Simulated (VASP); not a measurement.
A run of VASP 6.6.1 is set up as follows.

The input INCAR:

```
ALGO     = Normal         # electronic algorithm
EDIFF    = 1E-6           # SCF threshold, eV
ENCUT    = 520            # plane-wave cutoff, eV
GGA      = PE             # functional
ISIF     = 2              # what is computed and relaxed
ISMEAR   = 0              # smearing method
LASPH    = T              # aspherical terms in the spheres
LCHARG   = F              # write CHGCAR
LREAL    = F              # projectors in reciprocal space
LWAVE    = F              # write WAVECAR
NBANDS   = 36             # bands
NELM     = 60             # most SCF steps
PREC     = Accurate       # precision mode
SIGMA    = 0.1            # smearing width, eV
```

The input KPOINTS:

```
k-points
0
Gamma
  6 6 2
```

File POSCAR:

```
Cd3TeSe2
1.0
    4.4753365303      0.0000000030      0.0000000000
   -2.2376682678      3.8757551242      0.0000000000
    0.0000000000      0.0000000000     10.9718841889
Cd Te Se
3 1 2
Direct
    0.0000000000      0.0000000000      0.0133983733
    0.6666666667      0.3333333333      0.3335796243
    0.3333333333      0.6666666667      0.6522103010
    0.0000000000      0.0000000000      0.7527727470
    0.6666666667      0.3333333333      0.0888430768
    0.3333333333      0.6666666667      0.4091958776
```

Potentials or basis: VASP PAW PBE potentials, release 64 (Cd, Te, Se).

The run is started by

```bash
$ cat potpaw_PBE.64/Cd/POTCAR potpaw_PBE.64/Te/POTCAR potpaw_PBE.64/Se/POTCAR > POTCAR
$ mpirun -np 1 vasp_std > vasp.out
```

Question: Estimate the pressure.

Answer: 0.4 GPa.

Question: Predict the band gap on the k mesh.

Answer: 0.09 eV.

Question: Estimate the largest force.

Answer: 0.032 eV/Å.

Forces on the atoms (eV/Å):
```
Cd   0.000  0.000 -0.021
Cd   0.000  0.000  0.007
Cd   0.000  0.000  0.026
Te   0.000  0.000  0.013
Se   0.000  0.000  0.007
Se   0.000  0.000 -0.032
```

Caveat: semilocal functionals underestimate gaps, and a narrow one can read as zero; spin-orbit coupling is left out, which moves the levels of the heavy elements.
